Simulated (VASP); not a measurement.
**CdO: electric field gradients with PBE**

The system is CdO.

```xyz
2
Lattice="0.0000 2.3676 2.3676 2.3676 0.0000 2.3676 2.3676 2.3676 0.0000" Properties=species:S:1:pos:R:3 pbc="T T T"
Cd    0.0000    0.0000    0.0000
O     2.3676    2.3676    2.3676
```

```
Program                : VASP 6.6.1
Task                   : electric field gradients
Functional             : PBE
Potentials or basis    : VASP PAW PBE potentials, release 64 (Cd, O)
Cutoff                 : 520 eV
k mesh                 : 11 × 11 × 11
Occupations            : fermi-dirac, width 0.02 eV
Spin                   : no spin polarisation
Dipole correction      : no
Further INCAR settings : ALGO = Normal; EDIFF = 1e-08; NBANDS = 16
```

The pressure is 4.1 GPa and the band gap on the k mesh is zero (bands 9 and 10 overlap by 0.45 eV). The largest electric field gradient by atom is zero within the noise of the run.

Levels at points of the mesh, in eV from the Fermi level:
```csv
k point,band 6,band 7,band 8,band 9,band 10,band 11,band 12,band 13
"(0.00, 0.00, 0.00)",-6.42,-1.29,-1.29,-1.29,-0.52,14.91,16.83,16.83
```

Run time: 29 s on 1 thread of Intel(R) Xeon(R) Platinum 8375C CPU @ 2.90GHz (Ice Lake), on a shared host, peak memory 0.16 GiB.

Caveat: the cell stands under pressure; semilocal functionals underestimate gaps, so a narrow gap can read as zero.
